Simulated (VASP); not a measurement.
Here is a VASP 6.6.1 calculation.

Contents of INCAR:

```
SYSTEM = MgI2
ALGO     = Normal         ! electronic algorithm
EDIFF    = 1E-6           ! SCF threshold, eV
ENCUT    = 520            ! plane-wave cutoff, eV
GGA      = PE             ! functional
ISIF     = 2              ! what is computed and relaxed
ISMEAR   = 0              ! smearing method
LASPH    = .TRUE.         ! aspherical terms in the spheres
LCHARG   = .FALSE.        ! write CHGCAR
LREAL    = .FALSE.        ! projectors in reciprocal space
LWAVE    = .FALSE.        ! write WAVECAR
NBANDS   = 15             ! bands
NELM     = 80             ! most SCF steps
PREC     = Accurate       ! precision mode
SIGMA    = 0.01           ! smearing width, eV
```

File KPOINTS:

```
k-points
0
G
  12 12 4
  0 0 0
```

POSCAR

```
MgI2
1.0
    4.1572130451      0.0000000000      0.0000000000
   -2.0786065226      3.6002521060      0.0000000000
    0.0000000000      0.0000000000      6.8733252542
Mg I
1 2
Direct
    0.0000000000      0.0000000000      0.0000000000
    0.3333333333      0.6666666667      0.2426220951
    0.6666666667      0.3333333333      0.7573779049
```

Potentials or basis: VASP PAW PBE potentials, release 64 (Mg, I).

The run is started by

```sh
$ cat potpaw_PBE.64/Mg/POTCAR potpaw_PBE.64/I/POTCAR > POTCAR
$ mpirun -np 1 vasp_std > vasp.out
```

Task: What does it give for the pressure?

Result: 1.1 GPa.

Task: What does it give for the band gap on the k mesh?

Result: 3.51 eV (least direct gap 3.68 eV).

Stress tensor (GPa, compression positive):
```
0.99 0.00 0.00
0.00 0.99 0.00
0.00 0.00 1.22
```

Caveat: spin-orbit coupling is left out, which moves the levels of the heavy elements; this functional lacks dispersion, which binds the layers, so the pressure and a relaxed spacing across them are unreliable. A k mesh can miss the band edges.
